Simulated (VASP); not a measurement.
## H: single point with PBEsol

H:

```xyz
3
Lattice="-1.6608 1.6608 2.4438 1.6608 -1.6608 2.4438 1.6608 1.6608 -2.4438" Properties=species:S:1:pos:R:3 pbc="T T T"
H     0.0000    1.6608    1.2219
H     1.6608    0.0000    1.2219
H     0.0000    0.0000    2.4438
```

```yaml
Program: VASP 6.6.1
Task: single point
Functional: PBEsol
Potentials_or_basis: VASP PAW PBE potentials, release 64 (H)
Cutoff: 520 eV
k_mesh: 10 × 10 × 10
Occupations: gaussian, width 0.05 eV
Spin: no spin polarisation
Dipole_correction: no
Further_INCAR_settings: ALGO = Normal; EDIFF = 1e-07; NBANDS = 8
```

```json
{"Pressure": "-19.3 GPa"}
```

Stress tensor (GPa, compression positive):
```
-19.42   0.00   0.00
  0.00 -19.42   0.00
  0.00   0.00 -19.02
```

Levels at points of the mesh, in eV from the Fermi level:
| k point | band 1 | band 2 | band 3 | band 4 | band 5 |
| --- | --- | --- | --- | --- | --- |
| (0.00, 0.00, 0.00) | -7.02 | 3.84 | 5.67 | 15.68 | 15.68 |
| (0.50, 0.00, 0.00) | -3.50 | -1.63 | 3.69 | 10.89 | 13.66 |
| (0.50, 0.50, 0.00) | -1.72 | -0.98 | 1.23 | 8.69 | 9.43 |
| (0.50, 0.50, 0.50) | -2.19 | -1.20 | 1.66 | 8.93 | 9.95 |

It took 17 s on 1 thread of Intel(R) Xeon(R) Platinum 8259CL CPU @ 2.50GHz (Skylake/Cascade Lake), on a shared host, peak memory 0.15 GiB.

Caveat: the PAW data sets were made with another functional, which shifts forces and pressure a little.
